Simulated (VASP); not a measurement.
Input of a VASP 6.6.1 run:

File POSCAR:

```
LiCl
1.0
    0.0000000000      2.5647600000      2.5262886000
    2.5647600000      0.0000000000      2.5262886000
    2.5647600000      2.5647600000      0.0000000000
Li Cl
1 1
Direct
    0.0000000000      0.0000000000      0.0000000000
    0.5000000000      0.5000000000      0.5000000000
```

File INCAR.step1:

```
PREC = Accurate
ENCUT = 520
ISMEAR = 0
SIGMA = 0.05
LREAL = F
LASPH = T
NELM = 80
NBANDS = 12
GGA = PE
ALGO = Normal
EDIFF = 1E-4
LWAVE = T
LCHARG = F
```

File INCAR.step2:

```
PREC = Accurate
ENCUT = 520
EDIFF = 1E-6
ISMEAR = 0
SIGMA = 0.05
LREAL = F
LASPH = T
NELM = 80
ALGO = Normal
ISIF = 2
LWAVE = F
LCHARG = F
METAGGA = R2SCAN
LMIXTAU = T
NBANDS = 12
ISTART = 1
```

The input KPOINTS:

```
Automatic mesh
0
Gamma
  8 8 8
```

Potentials or basis: VASP PAW PBE potentials, release 64 (Li_sv, Cl).

Run with:

```console
$ cat potpaw_PBE.64/Li_sv/POTCAR potpaw_PBE.64/Cl/POTCAR > POTCAR
$ cp INCAR.step1 INCAR
$ mpirun -np 1 vasp_std > vasp.out
$ cp INCAR.step2 INCAR
$ mpirun -np 1 vasp_std > vasp.out
```

**Question.** What does it give for the band gap on the k mesh?

**Answer.** 7.38 eV.

Caveat: the cell differs from its parent crystal (strain +0.000 along x and y, -0.015 along z). A k mesh can miss the band edges.
